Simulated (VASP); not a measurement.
Input of a VASP 6.6.1 run:

Contents of INCAR:

```
PREC = Accurate
ENCUT = 520
EDIFF = 1E-6
ISMEAR = -1
SIGMA = 0.1
LREAL = F
LASPH = T
NELM = 100
ALGO = Normal
ISIF = 2
LWAVE = F
LCHARG = F
GGA = PE
NBANDS = 18
```

Contents of KPOINTS:

```
regular mesh
0
Gamma
  7 7 7
```

Contents of POSCAR:

```
ScAl3
1.0
    4.0757812408      0.0000000000      0.0000000000
    0.0000000000      4.0757812408      0.0000000000
    0.0000000000      0.0000000000      4.0757812408
Sc Al
1 3
Direct
    0.0000000000      0.0000000000      0.0000000000
    0.5000000000      0.0000000000      0.5000000000
    0.0000000000      0.5000000000      0.5000000000
    0.5000000000      0.5000000000      0.0000000000
```

Potentials or basis: VASP PAW PBE potentials, release 64 (Sc_sv, Al).

Launch:

```console
$ cat potpaw_PBE.64/Sc_sv/POTCAR potpaw_PBE.64/Al/POTCAR > POTCAR
$ mpirun -np 1 vasp_std > vasp.out
```

Estimate the band gap on the k mesh.

zero (bands 10 and 11 overlap by 3.70 eV).

Estimate the pressure.

2.0 GPa.
